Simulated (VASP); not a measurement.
# Hf (Fm-3m) in VASP: settings compared

Hf is run at these levels: PBEsol-based global hybrid with 25 % exact exchange, B3LYP; tasks: single point.

All numbers are computed with VASP 6.6.1; they aren't measurements. Logs are shortened: lines on timing, memory, paths and dates and some standing lists are left out, and cuts for length are marked.

## (1) The cell of the first run

Symmetry: Fm-3m, No. 225, cubic system. The conventional cell has a = 4.440 Å, b = 4.440 Å, c = 4.440 Å, α = 90.00°, β = 90.00°, γ = 90.00°. Within 4.1 Å of Hf (site symmetry m-3m) lie 12 Hf at 3.14 Å.

This isn't the form of Hf at room conditions, which is hcp.

## (2) Single point, PBEsol-based global hybrid with 25 % exact exchange

Contents of POSCAR:

```
Hf
1.0
    0.0000000000      2.2200000000      2.2200000000
    2.2200000000      0.0000000000      2.2200000000
    2.2200000000      2.2200000000      0.0000000000
Hf
1
Direct
    0.0000000000      0.0000000000      0.0000000000
```

Contents of INCAR.step1:

```
SYSTEM = Hf
ALGO = Normal
EDIFF = 1E-5
ENCUT = 520
GGA = PE
ISIF = 2
ISMEAR = -1
LASPH = .True.
LCHARG = .False.
LREAL = .False.
LWAVE = .True.
NBANDS = 11
NELM = 80
PREC = Accurate
SIGMA = 0.05
```

Contents of INCAR.step2:

```
SYSTEM = Hf
AEXX = 0.25
ALGO = Normal
EDIFF = 1E-6
ENCUT = 520
GGA = PS
ISIF = 2
ISMEAR = -1
ISTART = 1
LASPH = .True.
LCHARG = .False.
LHFCALC = .True.
LREAL = .False.
LWAVE = .False.
NBANDS = 11
NELM = 80
PREC = Accurate
PRECFOCK = Normal
SIGMA = 0.05
```

Contents of KPOINTS:

```
k-points
0
Gamma
  5 5 5
  0 0 0
```

Potentials or basis: VASP PAW PBE potentials, release 64 (Hf_pv).

Started as:

```bash
cat potpaw_PBE.64/Hf_pv/POTCAR > POTCAR
cp INCAR.step1 INCAR
mpirun -np 1 vasp_std > vasp.out
cp INCAR.step2 INCAR
mpirun -np 1 vasp_std > vasp.out
```

OUTCAR:

```text
SYSTEM = Hf
   AEXX = 0.25
   EDIFF = 1E-6
   ENCUT = 520
   GGA = PS
   ISIF = 2
   ISMEAR = -1
   ISTART = 1
   LASPH = .True.
   LHFCALC = .True.
   LREAL = .False.
   NELM = 80
   PREC = Accurate
   PRECFOCK = Normal

 ion  position               nearest neighbor table
   1  0.000  0.000  0.000-

  LATTYP: Found a face centered cubic cell.
 ALAT       =     4.4400000000

  Lattice vectors:

 A1 = (   0.0000000000,   2.2200000000,   2.2200000000)
 A2 = (   2.2200000000,   0.0000000000,   2.2200000000)
 A3 = (   2.2200000000,   2.2200000000,   0.0000000000)

Analysis of symmetry for initial positions (statically):
=====================================================================
 Subroutine PRICEL returns:
 Original cell was already a primitive cell.

 Routine SETGRP: Setting up the symmetry group for a
 face centered cubic supercell.

 Subroutine GETGRP returns: Found 48 space group operations
 (whereof 48 operations were pure point group operations)
 out of a pool of 48 trial point group operations.

The static configuration has the point symmetry O_h .

Analysis of symmetry for dynamics (positions and initial velocities):
=====================================================================
 Subroutine PRICEL returns:
 Original cell was already a primitive cell.

 Routine SETGRP: Setting up the symmetry group for a
 face centered cubic supercell.

 Subroutine GETGRP returns: Found 48 space group operations
 (whereof 48 operations were pure point group operations)
 out of a pool of 48 trial point group operations.

The dynamic configuration has the point symmetry O_h .

 Subroutine INISYM returns: Found 48 space group operations
 (whereof 48 operations are pure point group operations),
 and found     1 'primitive' translations

----------------------------------------------------------------------------------------

                                     Primitive cell

  volume of cell :      21.8821

  direct lattice vectors                    reciprocal lattice vectors
     0.000000000  2.220000000  2.220000000    -0.225225225  0.225225225  0.225225225
     2.220000000  0.000000000  2.220000000     0.225225225 -0.225225225  0.225225225
     2.220000000  2.220000000  0.000000000     0.225225225  0.225225225 -0.225225225

  length of vectors
     3.139554108  3.139554108  3.139554108     0.390101533  0.390101533  0.390101533

  position of ions in fractional coordinates (direct lattice)
     0.000000000  0.000000000  0.000000000
[... 74 lines left out ...]
   EMIN   =  10.00;   EMAX   =-10.00  energy-range for DOS
   EFERMI =   0.00;   METHOD = LEGACY
   ISMEAR =    -1;   SIGMA  =   0.05  broadening in eV -4-tet -1-fermi 0-gaus
   EFERMI_NEDOS =   21; number of points for ismear=-14 and -15
   IALGO  =     38    algorithm
   IMIX   =      1    mixing-type and parameters
     AMIX     =   0.40;   BMIX     =  1.00
     AMIX_MAG =   1.60;   BMIX_MAG =  1.00
  volume/ion in A,a.u.               =      21.88       147.67
  Fermi-wavevector in a.u.,A,eV,Ry     =   1.260991  2.382927 21.634588  1.590097
  Thomas-Fermi vector in A             =   2.394472
   LORBIT       =      0    0 simple, 1 ext, 2 COOP (PROOUT), +10 PAW based schemes
   GGA     = PS    functional components
   LHFCALC =     T    Hartree Fock is set to
   PRECFOCK=normal    Normal, Fast or Accurate (Low or Medium for compatibility)
   ENCUT4O =  -1.0   cutoff for four orbital integrals eV
   NKREDX  =     1    reduce k-point grid by
   NKREDY  =     1    reduce k-point grid by
   NKREDZ  =     1    reduce k-point grid by
   AEXX    =    0.2500 exact exchange contribution
   HFSCREEN=    0.0000 screening length (either q_TF or 0.3 A-1)
   HFSCREENC=   0.0000 screening length for correlation (either q_TF or 0.3 A-1)
   ENCUTFOCK=  -1.0 apply spherical cutoff to Coloumb kernel
   IVDW    =     0    specifies the selected vdW correction
   LEPSILON=     F    determine dielectric tensor
   LRPA    =     F    only Hartree local field effects (RPA)
 non-spin polarized calculation
  energy-cutoff  :      520.00
  volume of cell :       21.88
 maximum number of plane-waves:       609
  NGX = 18; NGY = 18; NGZ = 18

 number of electron      10.0000000 magnetization

 Free energy of the ion-electron system (eV)
  ---------------------------------------------------
  ext. energy  EPLUGINS =         0.00000000
  ---------------------------------------------------
  free energy    TOTEN  =       -12.61695633 eV

  energy without entropy =      -12.61394361  energy(sigma->0) =      -12.61544997

 E-fermi :   4.2166     XC(G=0):  -9.0417

 val. band max:        4.0925281613   @ k =  -0.2000   0.2000   0.0000
 cond. band min:       4.9269688463   @ k =   0.2000   0.2000   0.0000
 fundamental gap:      0.8344406850
 Fermi energy:         4.2166460004

 k-point     1 :       0.0000    0.0000    0.0000
  band No.  band energies     occupation
      1     -27.9061      2.00000
      2     -27.9061      2.00000
      3     -27.9061      2.00000
      4      -4.1078      2.00000
      5       7.0352      0.00000
      6       7.0352      0.00000
      7       7.0352      0.00000
      8      10.2007      0.00000
      9      10.2007      0.00000
     10      17.2442      0.00000
     11      19.5536      0.00000
[... 113 lines left out ...]
 k-point    10 :      -0.4000    0.4000    0.2000
  band No.  band energies     occupation
      1     -28.6491      2.00000
      2     -28.4116      2.00000
      3     -28.1903      2.00000
      4       1.9862      2.00000
      5       3.2104      2.00000
      6       3.9282      1.99377
      7       8.9680      0.00000
      8      11.6755      0.00000
      9      13.6923      0.00000
     10      16.5002      0.00000
     11      17.7033      0.00000

------------------------ aborting loop because EDIFF is reached ----------------------------------------

  FORCE on cell =-STRESS in cart. coord.  units (eV):
  Direction    XX          YY          ZZ          XY          YZ          ZX
  --------------------------------------------------------------------------------------
  -------------------------------------------------------------------------------------
  Total       -0.1965828     -0.1965828     -0.1965828      0.0000000     -0.0000000      0.0000000
  in kB      -14.3935233    -14.3935233    -14.3935233      0.0000000     -0.0000000      0.0000000
  external PRESSURE =     -14.3935233 kB  Pullay stress =       0.0000000 kB

 VOLUME and BASIS-vectors are now :
 -----------------------------------------------------------------------------
  energy-cutoff  :      520.00
  volume of cell :       21.88
      direct lattice vectors                 reciprocal lattice vectors
     0.000000000  2.220000000  2.220000000    -0.225225225  0.225225225  0.225225225
     2.220000000  0.000000000  2.220000000     0.225225225 -0.225225225  0.225225225
     2.220000000  2.220000000  0.000000000     0.225225225  0.225225225 -0.225225225

 POSITION                                       TOTAL-FORCE (eV/Angst)
 -----------------------------------------------------------------------------------
      0.00000      0.00000      0.00000         0.000000      0.000000     -0.000000
 -----------------------------------------------------------------------------------
    total drift:                                0.000000      0.000000      0.000000

  FREE ENERGIE OF THE ION-ELECTRON SYSTEM (eV)
  ---------------------------------------------------
  free  energy   TOTEN  =       -12.6169563338 eV

  energy  without entropy=      -12.6139436095  energy(sigma->0) =      -12.61544997
```

OUTCAR.step1:

```text
SYSTEM = Hf
   EDIFF = 1E-5
   ENCUT = 520
   GGA = PE
   ISIF = 2
   ISMEAR = -1
   LASPH = .True.
[... 339 lines left out ...]
 -----------------------------------------------------------------------------------
      0.00000      0.00000      0.00000         0.000000     -0.000000      0.000000
 -----------------------------------------------------------------------------------
    total drift:                                0.000000      0.000000      0.000000

  FREE ENERGIE OF THE ION-ELECTRON SYSTEM (eV)
  ---------------------------------------------------
  free  energy   TOTEN  =        -9.9050831904 eV

  energy  without entropy=       -9.8934970861  energy(sigma->0) =       -9.89929014
```

OSZICAR.step1:

```text
N       E                     dE             d eps       ncg     rms          rms(c)
DAV:   1     0.129923515505E+02    0.12992E+02   -0.55248E+03   220   0.826E+02
DAV:   2    -0.978074606988E+01   -0.22773E+02   -0.22092E+02   279   0.153E+02
DAV:   3    -0.102259464733E+02   -0.44520E+00   -0.44221E+00   287   0.153E+01
DAV:   4    -0.102276170904E+02   -0.16706E-02   -0.16705E-02   244   0.116E+00
DAV:   5    -0.102276273051E+02   -0.10215E-04   -0.10214E-04   273   0.808E-02    0.450E+01
DAV:   6    -0.999044551852E+01    0.23718E+00   -0.19932E-01   259   0.336E+00    0.270E+01
DAV:   7    -0.991005337699E+01    0.80392E-01   -0.32332E-01   253   0.413E+00    0.138E+00
DAV:   8    -0.990505090626E+01    0.50025E-02   -0.21695E-02   262   0.112E+00    0.140E-01
DAV:   9    -0.990508653800E+01   -0.35632E-04   -0.74852E-04   262   0.175E-01    0.589E-02
DAV:  10    -0.990508319041E+01    0.33476E-05   -0.46554E-05   256   0.521E-02
   1 F= -.99050832E+01 E0= -.98992901E+01  d E =-.115861E-01
```

It took 1.7 min on 1 thread of Intel Xeon 6975P-C (Granite Rapids), shared host; peak memory 0.15 GiB.

Results:

- Free energy: -12.6170 eV
- Pressure: -1.4 GPa
- Band gap on the k mesh: zero (bands 5 and 6 overlap by 3.11 eV)

Caveat: the k points lie up to 0.49 Å⁻¹ apart, too coarse for converged energies and pressures of a metal; the PAW data sets were made with another functional, which shifts forces and pressure a little; spin-orbit coupling is left out, which moves the levels of the heavy elements.

## (3) Single point, PBEsol-based global hybrid with 25 % exact exchange

This run uses another cell than the first one, of 22.04 Å³/atom.

Contents of POSCAR:

```
Hf
1.0
    0.0000000000      2.2252530868      2.2252530868
    2.2252530868      0.0000000000      2.2252530868
    2.2252530868      2.2252530868      0.0000000000
Hf
1
Direct
    0.0000000000      0.0000000000      0.0000000000
```

Contents of INCAR.step1:

```
ALGO     = Normal         # electronic algorithm
EDIFF    = 1E-5           # SCF threshold, eV
ENCUT    = 520            # plane-wave cutoff, eV
GGA      = PE             # functional
ISIF     = 2              # what is computed and relaxed
ISMEAR   = -1             # smearing method
LASPH    = T              # aspherical terms in the spheres
LCHARG   = F              # write CHGCAR
LREAL    = F              # projectors in reciprocal space
LWAVE    = T              # write WAVECAR
NBANDS   = 11             # bands
NELM     = 60             # most SCF steps
PREC     = Accurate       # precision mode
SIGMA    = 0.05           # smearing width, eV
```

Contents of INCAR.step2:

```
AEXX     = 0.25           # exact-exchange fraction
ALGO     = Normal         # electronic algorithm
EDIFF    = 1E-7           # SCF threshold, eV
ENCUT    = 520            # plane-wave cutoff, eV
GGA      = PS             # functional
ISIF     = 2              # what is computed and relaxed
ISMEAR   = -1             # smearing method
ISTART   = 1            
LASPH    = T              # aspherical terms in the spheres
LCHARG   = F              # write CHGCAR
LHFCALC  = T              # exact exchange
LREAL    = F              # projectors in reciprocal space
LWAVE    = F              # write WAVECAR
NBANDS   = 11             # bands
NELM     = 60             # most SCF steps
PREC     = Accurate       # precision mode
PRECFOCK = Normal       
SIGMA    = 0.05           # smearing width, eV
```

Contents of KPOINTS:

```
k-points
0
Gamma
  5 5 5
```

Potentials or basis: VASP PAW PBE potentials, release 64 (Hf_pv).

Started as:

```bash
cat potpaw_PBE.64/Hf_pv/POTCAR > POTCAR
cp INCAR.step1 INCAR
mpirun -np 1 vasp_std > vasp.out
cp INCAR.step2 INCAR
mpirun -np 1 vasp_std > vasp.out
```

Run time: 1.8 min. Hardware: 1 thread of Intel Xeon 6975P-C (Granite Rapids), shared host; peak memory 0.15 GiB.

Results (log left out):

```
Free energy            : -12.6152 eV
Pressure               : -2.2 GPa
Band gap on the k mesh : zero (bands 5 and 6 overlap by 3.10 eV)
```

Levels at points of the mesh, in eV from the Fermi level:
```csv
k point,band 2,band 3,band 4,band 5,band 6,band 7,band 8,band 9
"(0.00, 0.00, 0.00)",-32.16,-32.16,-8.31,2.81,2.81,2.81,5.94,5.94
```

Caveat: the k points lie up to 0.49 Å⁻¹ apart, too coarse for converged energies and pressures of a metal; the PAW data sets were made with another functional, which shifts forces and pressure a little; spin-orbit coupling is left out, which moves the levels of the heavy elements.

(Continued in part 2 of 2.)

The gap in the log of VASP goes by the Fermi energy; the results here count the filled bands.